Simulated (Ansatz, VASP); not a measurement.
## Mg4CdS3 in VASP and in Ansatz

Contents of INCAR:

```
SYSTEM = Mg4CdS3
ALGO     = Normal         ! electronic algorithm
EDIFF    = 1E-6           ! SCF threshold, eV
EDIFFG   = -0.08          ! ionic threshold
ENCUT    = 600            ! plane-wave cutoff, eV
GGA      = PE             ! functional
IBRION   = 2              ! ionic algorithm
ISIF     = 3              ! what is computed and relaxed
ISMEAR   = 0              ! smearing method
LASPH    = .True.         ! aspherical terms in the spheres
LCHARG   = .False.        ! write CHGCAR
LREAL    = .False.        ! projectors in reciprocal space
LWAVE    = .False.        ! write WAVECAR
NELM     = 100            ! most SCF steps
NSW      = 36             ! ionic steps
PREC     = Accurate       ! precision mode
SIGMA    = 0.2            ! smearing width, eV
```

The input KPOINTS:

```
k-points
0
Gamma
  5 5 2
  0 0 0
```

POSCAR

```
Mg4CdS3
1.0
    3.8000000000      0.0000000000      0.0000000000
   -1.9000000000      3.2908965300      0.0000000000
    0.0000000000      0.0000000000     12.4000000000
Mg Cd S
4 1 3
Direct
    0.3333333300      0.6666666700      0.6100000000
    0.6666666700      0.3333333300      0.3900000000
    0.6666666700      0.3333333300      0.1700000000
    0.3333333300      0.6666666700      0.8300000000
    0.0000000000      0.0000000000      0.0000000000
    0.6666666700      0.3333333300      0.7200000000
    0.3333333300      0.6666666700      0.2800000000
    0.0000000000      0.0000000000      0.5000000000
```

Input for Ansatz:

```yaml
crystal:
  lattice:
    - [3.8, 0.0, 0.0]
    - [-1.9, 3.29089653, 0.0]
    - [0.0, 0.0, 12.4]
  atoms:
    - { symbol: Mg, position: [0.33333333, 0.66666667, 0.61] }
    - { symbol: Mg, position: [0.66666667, 0.33333333, 0.39] }
    - { symbol: Mg, position: [0.66666667, 0.33333333, 0.17] }
    - { symbol: Mg, position: [0.33333333, 0.66666667, 0.83] }
    - { symbol: Cd, position: [0.0, 0.0, 0.0] }
    - { symbol: S, position: [0.66666667, 0.33333333, 0.72] }
    - { symbol: S, position: [0.33333333, 0.66666667, 0.28] }
    - { symbol: S, position: [0.0, 0.0, 0.5] }
basis:
  ecutwfc: 420
kpoints:
  mp_grid: { grid: [5, 5, 2] }
hamiltonian:
  xc: pbe
scf:
  occupations: { method: gaussian, width: 0.2 }
  lower_state_search: "off"
output:
  forces: true
  stress: true
  eigenvalues: true
relax:
  adjacent_minimum: "off"
  f_tol: 0.08
  max_steps: 16
  cell: { stress_tol: 0.8 }
```

Change from the starting cell: built by hand: rocksalt MgS with layered Cd substitution along (111) (P-3m1, No. 164).

Alike in both runs: task relaxation of cell and atoms; functional PBE; k mesh 5 × 5 × 2; occupations gaussian, width 0.2 eV; no spin polarisation.

|  | VASP | Ansatz |
| --- | --- | --- |
| version | VASP 6.6.1 | Ansatz 0.2.0 |
| potentials or method | VASP PAW PBE potentials, release 64 (Mg, Cd, S), cutoff 600 eV | scalar-relativistic, plane waves, PAW |
| valence electrons in the cell | 38 | 78 |

|  | VASP | Ansatz | Ansatz less VASP |
| --- | --- | --- | --- |
| gap on the k mesh at the Fermi level, each at its own relaxed structure (eV) | 0.47 | 0.47 | -0.003 |
| relaxed volume (Å³/atom) | 19.77 | 19.86 | +0.087 |
| relaxed length of the cell vector where the two differ most in proportion (Å) | 3.628 | 3.634 | +0.0062 |

VASP's potentials hold 38 valence electrons a cell and Ansatz's 78, so a difference there can come from the potentials and not from the codes.
